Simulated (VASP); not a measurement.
Here is a VASP 6.6.1 calculation.

Contents of INCAR:

```
SYSTEM = As
  PREC = Accurate
  ENCUT = 520
  EDIFF = 1E-6
  ISMEAR = 0
  SIGMA = 0.05
  LREAL = .False.
  LASPH = .True.
  NELM = 80
  ALGO = Normal
  ISIF = 2
  LWAVE = .False.
  LCHARG = .False.
  LDIPOL = .True.
  IDIPOL = 3
  DIPOL = 0.5 0.5 0.381
  GGA = PE
  IVDW = 12
  NBANDS = 18
```

KPOINTS

```
regular mesh
0
Gamma
  9 9 1
  0 0 0
```

The input POSCAR:

```
As
1.0
    3.5713375816      0.0000000000      0.0000000000
   -1.7856687908      3.0928690711      0.0000000000
    0.0000000000      0.0000000000     20.2952790253
As
4
Direct
    0.3333333333      0.6666666667      0.2906000762
    0.6666666667      0.3333333333      0.2217264416
    0.0000000000      1.1666666667      0.5408525514
    0.3333333333      0.8333333333      0.4719783286
```

Potentials or basis: VASP PAW PBE potentials, release 64 (As).

Run with:

```bash
$ cat potpaw_PBE.64/As/POTCAR > POTCAR
$ mpirun -np 1 vasp_std > vasp.out
```

**Question.** What does it give for the band gap on the k mesh?

**Answer.** 1.19 eV, indirect (least direct gap 1.69 eV).

**Question.** Predict the largest force.

**Answer.** 0.094 eV/Å.

Forces on the atoms (eV/Å):
```
As   0.009 -0.017  0.092
As   0.006 -0.012 -0.092
As  -0.006  0.012  0.092
As  -0.009  0.017 -0.092
```
